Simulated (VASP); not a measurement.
# Mg in VASP: notebook

Runs on Mg. Level: PBE. Tasks: single point.

Everything below comes from runs of VASP 6.6.1. Logs are shortened: lines on timing, memory, paths and dates and some standing lists are left out, and cuts for length are marked.

**1. The cell of the first run**

The cell holds a slab with vacuum, 4 atoms: a = 3.200 Å, b = 5.181 Å, c = 19.695 Å, α = 90.00°, β = 90.00°, γ = 90.00°.

**2. Single point, PBE**

INCAR

```
PREC = Accurate
ENCUT = 520
EDIFF = 1E-6
ISMEAR = -1
SIGMA = 0.08
LREAL = F
LASPH = T
NELM = 60
ALGO = Normal
ISIF = 2
LWAVE = F
LCHARG = F
LDIPOL = T
IDIPOL = 3
DIPOL = 0.5 0.5 0.500
GGA = PE
NBANDS = 12
```

KPOINTS

```
regular mesh
0
Gamma
  13 8 1
```

POSCAR

```
Mg
1.0
    3.1995580529      0.0000000000      0.0000000000
    0.0000000000      5.1808918026      0.0000000000
    0.0000000000      0.0000000000     19.6945000000
Mg
4
Direct
    0.0000000000      0.7500000000      0.4062039805
    0.5000000000      0.2500000000      0.4531019905
    0.5000000000      0.7500000000      0.5468980095
    0.0000000000      0.2500000000      0.5937960195
```

Potentials or basis: VASP PAW PBE potentials, release 64 (Mg).

On the command line:

```
> cat potpaw_PBE.64/Mg/POTCAR > POTCAR
> mpirun -np 1 vasp_std > vasp.out
```

OUTCAR:

```text
PREC = Accurate
   ENCUT = 520
   EDIFF = 1E-6
   ISMEAR = -1
   LREAL = F
   LASPH = T
   NELM = 60
   ISIF = 2
   GGA = PE

 ion  position               nearest neighbor table
   1  0.000  0.750  0.406-   2 3.18   2 3.18   2 3.18   2 3.18   3 3.20   3 3.20
   2  0.500  0.250  0.453-   3 3.18   3 3.18   1 3.18   1 3.18   1 3.18   1 3.18   4 3.20   4 3.20

   3  0.500  0.750  0.547-   2 3.18   2 3.18   4 3.18   4 3.18   4 3.18   4 3.18   1 3.20   1 3.20

   4  0.000  0.250  0.594-   3 3.18   3 3.18   3 3.18   3 3.18   2 3.20   2 3.20

  LATTYP: Found a simple orthorhombic cell.
 ALAT       =     3.1995580529
 B/A-ratio  =     1.6192523208
 C/A-ratio  =     6.1553813603

  Lattice vectors:

 A1 = (   3.1995580529,   0.0000000000,   0.0000000000)
 A2 = (   0.0000000000,   5.1808918026,   0.0000000000)
 A3 = (   0.0000000000,   0.0000000000,  19.6945000000)

Analysis of symmetry for initial positions (statically):
=====================================================================
 Subroutine PRICEL returns:
 Original cell was already a primitive cell.

 Routine SETGRP: Setting up the symmetry group for a
 simple orthorhombic supercell.

 Subroutine GETGRP returns: Found  8 space group operations
 (whereof  4 operations were pure point group operations)
 out of a pool of  8 trial point group operations.

The static configuration has the point symmetry C_2h.
 The point group associated with its full space group is D_2h.

Analysis of symmetry for dynamics (positions and initial velocities):
=====================================================================
 Subroutine PRICEL returns:
 Original cell was already a primitive cell.

 Routine SETGRP: Setting up the symmetry group for a
 simple orthorhombic supercell.

 Subroutine GETGRP returns: Found  8 space group operations
 (whereof  4 operations were pure point group operations)
 out of a pool of  8 trial point group operations.

The dynamic configuration has the point symmetry C_2h.
 The point group associated with its full space group is D_2h.

 Subroutine INISYM returns: Found  8 space group operations
 (whereof  4 operations are pure point group operations),
 and found     1 'primitive' translations

----------------------------------------------------------------------------------------

                                     Primitive cell

  volume of cell :     326.4671

  direct lattice vectors                    reciprocal lattice vectors
     3.199558053  0.000000000  0.000000000     0.312543165  0.000000000  0.000000000
     0.000000000  5.180891803  0.000000000     0.000000000  0.193016963  0.000000000
     0.000000000  0.000000000 19.694500000     0.000000000  0.000000000  0.050775597

  length of vectors
     3.199558053  5.180891803 19.694500000     0.312543165  0.193016963  0.050775597

  position of ions in fractional coordinates (direct lattice)
     0.000000000  0.750000000  0.406203981
     0.500000000  0.250000000  0.453101991
     0.500000000  0.750000000  0.546898009
     0.000000000  0.250000000  0.593796019

  ion indices of the primitive-cell ions
   primitive index   ion index
                 1           1
                 2           2
                 3           3
                 4           4

----------------------------------------------------------------------------------------

 KPOINTS: regular mesh

Automatic generation of k-mesh.
 Grid dimensions read from file:
 generate k-points for:   13    8    1

 Generating k-lattice:

  Cartesian coordinates                     Fractional coordinates (reciprocal lattice)
     0.024041782  0.000000000  0.000000000     0.076923077  0.000000000  0.000000000
     0.000000000  0.024127120  0.000000000     0.000000000  0.125000000  0.000000000
     0.000000000  0.000000000  0.050775597     0.000000000  0.000000000  1.000000000

  Length of vectors
     0.024041782  0.024127120  0.050775597

  Shift w.r.t. Gamma in fractional coordinates (k-lattice)
     0.000000000  0.000000000  0.000000000

 Subroutine IBZKPT returns following result:
 ===========================================

 Found     35 irreducible k-points:

 Following reciprocal coordinates:
            Coordinates               Weight
  0.000000  0.000000  0.000000      1.000000
  0.076923  0.000000  0.000000      2.000000
  0.153846  0.000000  0.000000      2.000000
  0.230769  0.000000  0.000000      2.000000
  0.307692  0.000000  0.000000      2.000000
  0.384615  0.000000  0.000000      2.000000
[... 16 lines left out ...]
  0.076923  0.375000  0.000000      4.000000
  0.153846  0.375000  0.000000      4.000000
 [... further k-points ...]
   k-points           NKPTS =     35   k-points in BZ     NKDIM =     35   number of bands    NBANDS=     12
   number of dos      NEDOS =    301   number of ions     NIONS =      4
   total plane-waves  NPLWV = 144000
   dimension x,y,z NGX =    24 NGY =   40 NGZ =  150
   dimension x,y,z NGXF=    48 NGYF=   80 NGZF=  300
   ions per type =               4
   NGX,Y,Z   is equivalent  to a cutoff of  12.47, 12.84, 12.66 a.u.
   NGXF,Y,Z  is equivalent  to a cutoff of  24.94, 25.67, 25.32 a.u.
 SYSTEM =  unknown system
   PREC   = accura    normal or accurate (medium, high low for compatibility)
   ISTART =      0    job   : 0-new  1-cont  2-samecut
   ICHARG =      2    charge: 1-file 2-atom 10-const
   ISPIN  =      1    spin polarized calculation?
   LNONCOLLINEAR =      F non collinear calculations
   LSORBIT =      F    spin-orbit coupling
   LASPH  =      T    aspherical Exc in radial PAW
   ENCUT  =  520.0 eV  38.22 Ry    6.18 a.u.   5.95  9.63 36.62*2*pi/ulx,y,z
   NELM   =     60;   NELMIN=  2; NELMDL= -5     # of ELM steps
   EDIFF  = 0.1E-05   stopping-criterion for ELM
   LREAL  =      F    real-space projection
   EDIFFG = 0.1E-04   stopping-criterion for IOM
   NSW    =      0    number of steps for IOM
   IBRION =     -1    ionic relax: 0-MD 1-quasi-New 2-CG
   NFREE  =      0    steps in history (QN), initial steepest desc. (CG)
   ISIF   =      2    stress and relaxation
   ISYM   =      2    0-nonsym 1-usesym 2-fastsym
   POTIM  = 0.5000    time-step for ionic-motion
   TEBEG  =    0.0;   TEEND  =   0.0 temperature during run
   PSTRESS=    0.0 pullay stress
   NELECT =       8.0000    total number of electrons
   NUPDOWN=      -1.0000    fix difference up-down
   EMIN   =  10.00;   EMAX   =-10.00  energy-range for DOS
   EFERMI =   0.00;   METHOD = LEGACY
   ISMEAR =    -1;   SIGMA  =   0.08  broadening in eV -4-tet -1-fermi 0-gaus
   EFERMI_NEDOS =   21; number of points for ismear=-14 and -15
   IALGO  =     38    algorithm
   IMIX   =      4    mixing-type and parameters
     AMIX     =   0.40;   BMIX     =  1.00
     AMIX_MAG =   1.60;   BMIX_MAG =  1.00
  volume/ion in A,a.u.               =      81.62       550.78
  Fermi-wavevector in a.u.,A,eV,Ry     =   0.475509  0.898581  3.076391  0.226108
  Thomas-Fermi vector in A             =   1.470392
   LORBIT       =      0    0 simple, 1 ext, 2 COOP (PROOUT), +10 PAW based schemes
   GGA     = PE    functional components
   LHFCALC =     F    Hartree Fock is set to
   AEXX    =    0.0000 exact exchange contribution
   IVDW    =     0    specifies the selected vdW correction
   LEPSILON=     F    determine dielectric tensor
   LRPA    =     F    only Hartree local field effects (RPA)
 non-spin polarized calculation
  energy-cutoff  :      520.00
  volume of cell :      326.47
 maximum number of plane-waves:      8844
 NGX is ok and might be reduce to    24
   NGX = 11   NGY = 19   NGZ = 73

 number of electron       8.0000000 magnetization

 dipolmoment           0.000000      0.000000      0.000000 electrons x Angstroem

 Free energy of the ion-electron system (eV)
  ---------------------------------------------------
  ext. energy  EPLUGINS =         0.00000000
  ---------------------------------------------------
  free energy    TOTEN  =        -4.75137716 eV

  energy without entropy =       -4.71477593  energy(sigma->0) =       -4.73307655

 E-fermi :  -1.7820     XC(G=0):  -3.3286

 val. band max:       -1.7966848411   @ k =   0.1538   0.3750   0.0000
 cond. band min:      -1.7690913847   @ k =   0.1538   0.0000   0.0000
 fundamental gap:      0.0275934564
 Fermi energy:        -1.7820188375

 k-point     1 :       0.0000    0.0000    0.0000
  band No.  band energies     occupation
      1      -7.9216      2.00000
      2      -5.7620      2.00000
      3      -2.9419      2.00000
      4      -2.7404      1.99999
      5      -2.0994      1.96287
      6      -0.7322      0.00000
      7      -0.4494      0.00000
      8       0.1720      0.00000
      9       1.2916      0.00000
     10       2.0535      0.00000
     11       2.3445      0.00000
     12       2.4282      0.00000

 k-point     2 :       0.0769    0.0000    0.0000
  band No.  band energies     occupation
      1      -7.8348      2.00000
      2      -5.6758      2.00000
      3      -2.8584      2.00000
      4      -2.6608      1.99997
      5      -2.0161      1.89827
      6      -0.6529      0.00000
      7      -0.3666      0.00000
      8       0.2388      0.00000
      9       1.3745      0.00000
     10       2.1381      0.00000
     11       2.4220      0.00000
     12       2.5111      0.00000
[... 301 lines left out ...]
 k-point    23 :       0.0769    0.3750    0.0000
  band No.  band energies     occupation
      1      -7.0576      2.00000
      2      -5.7323      2.00000
      3      -4.8110      2.00000
      4      -3.5350      2.00000
      5      -2.0434      1.92655
      6      -0.8970      0.00003
      7       0.8404      0.00000
      8       1.9157      0.00000
      9       2.2287      0.00000
     10       2.2983      0.00000
     11       3.1100      0.00000
     12       3.2207      0.00000

 k-point    24 :       0.1538    0.3750    0.0000
  band No.  band energies     occupation
      1      -6.7998      2.00000
      2      -5.4784      2.00000
      3      -4.5552      2.00000
      4      -3.2839      2.00000
      5      -1.7967      1.09141
      6      -0.6520      0.00000
      7       1.0831      0.00000
      8       2.0825      0.00000
      9       2.4719      0.00000
     10       2.4952      0.00000
     11       2.9353      0.00000
     12       3.3507      0.00000

 [... further k-points ...]

------------------------ aborting loop because EDIFF is reached ----------------------------------------

 vacuum level on the upper side and lower side of the slab       (xc-potential included)        -0.142        -0.142

  FORCE on cell =-STRESS in cart. coord.  units (eV):
  Direction    XX          YY          ZZ          XY          YZ          ZX
  --------------------------------------------------------------------------------------
  -------------------------------------------------------------------------------------
  Total       -1.7870494     -1.2412462     -0.1345067      0.0000000     -0.0000000      0.0000000
  in kB       -8.7701631     -6.0915672     -0.6601081      0.0000000     -0.0000000      0.0000000
  external PRESSURE =      -5.1739461 kB  Pullay stress =       0.0000000 kB

 VOLUME and BASIS-vectors are now :
 -----------------------------------------------------------------------------
  energy-cutoff  :      520.00
  volume of cell :      326.47
      direct lattice vectors                 reciprocal lattice vectors
     3.199558053  0.000000000  0.000000000     0.312543165  0.000000000  0.000000000
     0.000000000  5.180891803  0.000000000     0.000000000  0.193016963  0.000000000
     0.000000000  0.000000000 19.694500000     0.000000000  0.000000000  0.050775597

 POSITION                                       TOTAL-FORCE (eV/Angst)
 -----------------------------------------------------------------------------------
      0.00000      3.88567      7.99998         0.000000      0.000000      0.100073
      1.59978      1.29522      8.92362         0.000000     -0.000000     -0.127966
      1.59978      3.88567     10.77088         0.000000      0.000000      0.127966
      0.00000      1.29522     11.69452         0.000000      0.000000     -0.100073
 -----------------------------------------------------------------------------------
    total drift:                               -0.000000      0.000000      0.000000

  FREE ENERGIE OF THE ION-ELECTRON SYSTEM (eV)
  ---------------------------------------------------
  free  energy   TOTEN  =        -4.7513771615 eV

  energy  without entropy=       -4.7147759324  energy(sigma->0) =       -4.73307655

 vacuum level on the upper side and lower side of the slab         1.742         1.742
```

Wall time 94 s (1 thread of AMD EPYC 9R45 (Zen 5), shared host); peak memory 0.39 GiB.

Results:

| Property | Result |
| --- | --- |
| Free energy | -4.7514 eV |
| Largest force | 0.128 eV/Å |
| Band gap on the k mesh | zero (bands 4 and 5 overlap by 1.50 eV) |

Forces in eV/Å, atoms in the order of the input:
```
Mg   0.000  0.000  0.100
Mg   0.000  0.000 -0.128
Mg   0.000  0.000  0.128
Mg   0.000  0.000 -0.100
```

**3. Single point, PBE**

INCAR

```
PREC     = Accurate       # precision mode
ENCUT    = 520            # plane-wave cutoff, eV
EDIFF    = 1E-7           # SCF threshold, eV
ISMEAR   = -1             # smearing method
SIGMA    = 0.08           # smearing width, eV
LREAL    = False          # projectors in reciprocal space
LASPH    = True           # aspherical terms in the spheres
NELM     = 80             # most SCF steps
ALGO     = Normal         # electronic algorithm
ISIF     = 2              # what is computed and relaxed
LWAVE    = False          # write WAVECAR
LCHARG   = False          # write CHGCAR
LDIPOL   = True         
IDIPOL   = 3            
DIPOL    = 0.5 0.5 0.500
GGA      = PE             # functional
NBANDS   = 12             # bands
```

KPOINTS is that of step 2.

POSCAR

```
Mg
1.0
    3.1995580529      0.0000000000      0.0000000000
    0.0000000000      5.1808918026      0.0000000000
    0.0000000000      0.0000000000     19.6945000000
Mg
4
Direct
    0.0000000000      0.7500000000      0.4147240108
    0.5000000000      0.2500000000      0.4455912628
    0.5000000000      0.7500000000      0.5544087449
    0.0000000000      0.2500000000      0.5852759815
```

Potentials or basis: VASP PAW PBE potentials, release 64 (Mg).

On the command line:

```
> cat potpaw_PBE.64/Mg/POTCAR > POTCAR
> mpirun -np 1 vasp_std > vasp.out
```

Wall time 1.8 min (1 thread of AMD EPYC 9R45 (Zen 5), shared host); peak memory 0.39 GiB.

The run converged. Its results:

* Free energy: -4.7847 eV
* Largest force: 0.010 eV/Å
* Band gap on the k mesh: zero (bands 4 and 5 overlap by 1.54 eV)

Forces in eV/Å, atoms in the order of the input:
```
Mg   0.000  0.000  0.010
Mg   0.000  0.000  0.000
Mg   0.000  0.000  0.000
Mg   0.000  0.000 -0.010
```

Levels at points of the mesh, in eV from the Fermi level:
| k point | band 1 | band 2 | band 3 | band 4 | band 5 | band 6 | band 7 | band 8 | band 9 |
| --- | --- | --- | --- | --- | --- | --- | --- | --- | --- |
| (0.00, 0.00, 0.00) | -6.16 | -3.98 | -1.01 | -0.99 | -0.37 | 0.97 | 1.70 | 1.96 | 3.23 |
| (0.00, 0.50, 0.00) | -4.78 | -4.78 | -2.58 | -2.58 | 0.31 | 0.31 | 3.22 | 3.22 | 4.59 |

**4. Single point, PBE**

INCAR

```
SYSTEM = Mg
PREC = Accurate
ENCUT = 520
EDIFF = 1E-6
ISMEAR = -1
SIGMA = 0.08
LREAL = .FALSE.
LASPH = .TRUE.
NELM = 60
ALGO = Normal
ISIF = 2
LWAVE = .FALSE.
LCHARG = .FALSE.
LDIPOL = .TRUE.
IDIPOL = 3
DIPOL = 0.5 0.5 0.500
GGA = PE
NBANDS = 12
```

KPOINTS

```
regular mesh
0
G
  13 8 1
  0 0 0
```

POSCAR is that of step 3.

Potentials or basis: VASP PAW PBE potentials, release 64 (Mg).

On the command line:

```
> cat potpaw_PBE.64/Mg/POTCAR > POTCAR
> mpirun -np 1 vasp_std > vasp.out
```

OUTCAR:

```text
SYSTEM = Mg
   PREC = Accurate
   ENCUT = 520
   EDIFF = 1E-6
   ISMEAR = -1
   LREAL = .FALSE.
   LASPH = .TRUE.
   NELM = 60
   ISIF = 2
   GGA = PE

 ion  position               nearest neighbor table
   1  0.000  0.750  0.415-   2 3.10   2 3.10   2 3.10   2 3.10   3 3.18   3 3.18
   2  0.500  0.250  0.446-   1 3.10   1 3.10   1 3.10   1 3.10   4 3.18   4 3.18   3 3.36   3 3.36

   3  0.500  0.750  0.554-   4 3.10   4 3.10   4 3.10   4 3.10   1 3.18   1 3.18   2 3.36   2 3.36

   4  0.000  0.250  0.585-   3 3.10   3 3.10   3 3.10   3 3.10   2 3.18   2 3.18
[... 572 lines left out ...]
  -------------------------------------------------------------------------------------
  Total       -1.2642379     -0.5985876     -0.0330620      0.0000000     -0.0000000      0.0000000
  in kB       -6.2044017     -2.9376415     -0.1622558      0.0000000     -0.0000000      0.0000000
  external PRESSURE =      -3.1014330 kB  Pullay stress =       0.0000000 kB

 VOLUME and BASIS-vectors are now :
 -----------------------------------------------------------------------------
  energy-cutoff  :      520.00
  volume of cell :      326.47
      direct lattice vectors                 reciprocal lattice vectors
     3.199558053  0.000000000  0.000000000     0.312543165  0.000000000  0.000000000
     0.000000000  5.180891803  0.000000000     0.000000000  0.193016963  0.000000000
     0.000000000  0.000000000 19.694500000     0.000000000  0.000000000  0.050775597

 POSITION                                       TOTAL-FORCE (eV/Angst)
 -----------------------------------------------------------------------------------
      0.00000      3.88567      8.16778         0.000000      0.000000      0.009608
      1.59978      1.29522      8.77570         0.000000      0.000000     -0.000267
      1.59978      3.88567     10.91880         0.000000      0.000000      0.000267
      0.00000      1.29522     11.52672         0.000000     -0.000000     -0.009608
 -----------------------------------------------------------------------------------
    total drift:                               -0.000000     -0.000000     -0.000000

  FREE ENERGIE OF THE ION-ELECTRON SYSTEM (eV)
  ---------------------------------------------------
  free  energy   TOTEN  =        -4.7847096632 eV

  energy  without entropy=       -4.7494419517  energy(sigma->0) =       -4.76707581

 vacuum level on the upper side and lower side of the slab         1.747         1.747
```

stdout:

```text
POSCAR found type information on POSCAR Mg
 POSCAR found :  1 types and       4 ions
 scaLAPACK will be used
 LDA part: xc-table for (Slater+PW92), standard interpolation
 POSCAR, INCAR and KPOINTS ok, starting setup
 FFT: planning ... GRIDC
 FFT: planning ... GRID_SOFT
 FFT: planning ... GRID
 WAVECAR not read
 entering main loop
```

It took 98 s on 1 thread of AMD EPYC 9R45 (Zen 5), shared host; peak memory 0.39 GiB.

What came out:

* Free energy: -4.7847 eV
* Largest force: 0.010 eV/Å
* Band gap on the k mesh: zero (bands 4 and 5 overlap by 1.54 eV)

Forces in eV/Å, atoms in the order of the input:
```
Mg   0.000  0.000  0.010
Mg   0.000  0.000  0.000
Mg   0.000  0.000  0.000
Mg   0.000  0.000 -0.010
```

(Continued in part 2 of 2.)

The gap in the log of VASP goes by the Fermi energy; the results here count the filled bands.